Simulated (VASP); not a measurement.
Input of a VASP 6.6.1 run:

Contents of INCAR:

```
SYSTEM = WC
ALGO = Normal
EDIFF = 1E-6
ENCUT = 520
GGA = PE
ISIF = 2
ISMEAR = 0
LASPH = .TRUE.
LCHARG = .FALSE.
LREAL = .FALSE.
LWAVE = .FALSE.
NBANDS = 16
NELM = 80
PREC = Accurate
SIGMA = 0.1
```

KPOINTS

```
k-points
0
G
  15 15 14
  0 0 0
```

POSCAR

```
WC
1.0
    2.9005014360      0.0000000000      0.0000000000
   -1.4502507180      2.5119079273      0.0000000000
    0.0000000000      0.0000000000      2.8290000000
W C
1 1
Direct
    0.0089573347      0.0179146694      0.0000000000
    0.6666666667      0.3333333333      0.5000000000
```

Potentials or basis: VASP PAW PBE potentials, release 64 (W_sv, C).

Launch:

```console
$ cat potpaw_PBE.64/W_sv/POTCAR potpaw_PBE.64/C/POTCAR > POTCAR
$ mpirun -np 1 vasp_std > vasp.out
```

Estimate the pressure.

9.9 GPa.

What does it give for the largest force?

0.717 eV/Å.

What does it give for the band gap on the k mesh?

Zero (band 9 reaches 11.81 eV, above the bottom of band 10 at 10.60 eV).

Forces on the atoms (eV/Å):
```
W    0.000 -0.717  0.000
C    0.000  0.717  0.000
```

Caveat: the cell differs from its parent crystal (one atom moved); spin-orbit coupling is left out, which moves the levels of the heavy elements.
